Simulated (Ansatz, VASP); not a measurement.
# One calculation of Cd, two programs

INCAR

```
PREC = Accurate
ENCUT = 520
EDIFF = 1E-7
ISMEAR = -1
SIGMA = 0.05
LREAL = F
LASPH = T
NELM = 80
ALGO = Normal
ISIF = 2
LWAVE = F
LCHARG = T
GGA = CA
LELF = T
LVHAR = T
NBANDS = 19
```

Contents of KPOINTS:

```
Automatic mesh
0
Gamma
  9 9 9
```

File POSCAR:

```
Cd
1.0
    0.0000000000      3.0681618156      3.0681618156
    3.0681618156      0.0000000000      3.0681618156
    3.0681618156      3.0681618156      0.0000000000
Cd
2
Direct
   -0.2600000000     -0.0800000000     -0.0800000000
    0.2600000000      0.0800000000      0.0800000000
```

Input for Ansatz:

```yaml
crystal:
  lattice:
    - [0.0, 3.0681618156, 3.0681618156]
    - [3.0681618156, 0.0, 3.0681618156]
    - [3.0681618156, 3.0681618156, 0.0]
  atoms:
    - { symbol: Cd, position: [-0.26, -0.08, -0.08] }
    - { symbol: Cd, position: [0.26, 0.08, 0.08] }
kpoints:
  mp_grid: { grid: [9, 9, 9] }
scf:
  occupations: { method: fermi_dirac, width: 0.05 }
hamiltonian:
  xc: lda
  pseudopotentials: { kind: paw }
output:
  forces: true
  stress: true
  eigenvalues: true
  populations: true
  write_density: true
  write_potential: true
  elf: true
  volumetric_format: npy
```

Change from the starting cell: shortest bond scaled by 0.64, PAW files.

Alike in both runs: task single point; functional LDA; k mesh 9 × 9 × 9; occupations fermi-dirac, width 0.05 eV; no spin polarisation.

|  | VASP | Ansatz |
| --- | --- | --- |
| version | VASP 6.6.1 | Ansatz 0.2.0 |
| potentials or method | VASP PAW LDA potentials, release 64 (Cd) | PAW with Ansatz's default frozen-core files, scalar-relativistic |
| plane-wave cutoff (eV) | 520 | 420 |
| valence electrons in the cell | 24 | 40 |

|  | VASP | Ansatz | Ansatz less VASP |
| --- | --- | --- | --- |
| pressure (GPa) | 80.8 | 82.3 | +1.55 |
| traceless stress, the component that is largest in VASP (GPa) | -86.10 | -87.68 | -1.588 |
| rms of the force components (eV/Å) | 31.608 | 32.183 | +0.5755 |

LDA's correlation is that of Perdew and Zunger in VASP and of Perdew and Wang (1992) in Ansatz. Atom by atom the forces differ by 0.576 eV/Å (rms over components). Both programs put the cell under a high pressure, so it lies far from rest at this level. VASP's potentials hold 24 valence electrons a cell and Ansatz's 40, so a difference there can come from the potentials and not from the codes.

Noted on VASP's run: the cell as given lies far from equilibrium.
